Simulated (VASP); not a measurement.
Crystal: SnO2.

```
CELL_PARAMETERS angstrom
0.00000 2.53347 2.53347
2.53347 0.00000 2.53347
2.53347 2.53347 0.00000
ATOMIC_POSITIONS crystal
Sn 0.00000 0.00000 0.00000
O 0.25000 0.25000 0.25000
O 0.75000 0.75000 0.75000
```

Base run:

* Program: VASP 6.6.1
* Functional: r2SCAN
* Potentials or basis: VASP PAW PBE potentials, release 64 (Sn_d, O)
* Cutoff: 520 eV
* k mesh: 8 × 8 × 8
* Occupations: gaussian, width 0.01 eV
* Spin: no spin polarisation

Its results: band gap on the k mesh 0.86 eV, indirect (least direct gap 2.29 eV); pressure 1.4 GPa.

Question: The run is repeated on the same cell with these changes: functional from r2SCAN to PBE; occupations from gaussian, width 0.01 eV to fermi-dirac, width 0.02 eV. What comes out?

Answer: Band gap on the k mesh 0.28 eV, indirect (least direct gap 1.68 eV); pressure 10.0 GPa.

Caveats: spin-orbit coupling is left out, which moves the levels of the heavy elements; the PAW data sets were made with another functional, which shifts forces and pressure a little (some runs).

A k mesh can miss the band edges.
